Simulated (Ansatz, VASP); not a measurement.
# Two plane-wave programs on SiSn5

```
CELL_PARAMETERS angstrom
10.46681 0.00000 0.00000
-5.23340 9.06452 0.00000
0.00000 0.00000 2.79570
ATOMIC_POSITIONS crystal
Si 0.00000 0.00000 0.50000
Sn 0.33333 0.66667 0.50000
Sn 0.66667 0.33333 0.50000
Sn 0.50000 0.00000 0.50000
Sn 0.00000 0.50000 0.50000
Sn 0.50000 0.50000 0.50000
```

Alike in both runs: task relaxation of cell and atoms; functional PBE; k mesh 3 × 3 × 6; occupations gaussian, width 0.1 eV; no spin polarisation.

|  | VASP | Ansatz |
| --- | --- | --- |
| version | VASP 6.6.1 | Ansatz 0.2.0 |
| potentials or method | VASP PAW PBE potentials, release 64 (Si, Sn_d), cutoff 600 eV | scalar-relativistic, plane waves, PAW |
| valence electrons in the cell | 74 | 74 |

Ansatz gave:

* gap on the k mesh at the Fermi level, each at its own relaxed structure (eV): none
* relaxed volume (Å³/atom): 44.61
* relaxed cell length with the largest relative difference (Å): 10.267

Q: What did VASP give for the same quantities?

A: gap on the k mesh at the Fermi level, each at its own relaxed structure (eV): none; relaxed volume (Å³/atom): 43.76; relaxed cell length with the largest relative difference (Å): 10.128.

A gap of «none» marks a metal or a gap that the smearing closes.

The k mesh is coarse, so the values compare programs but aren't converged.
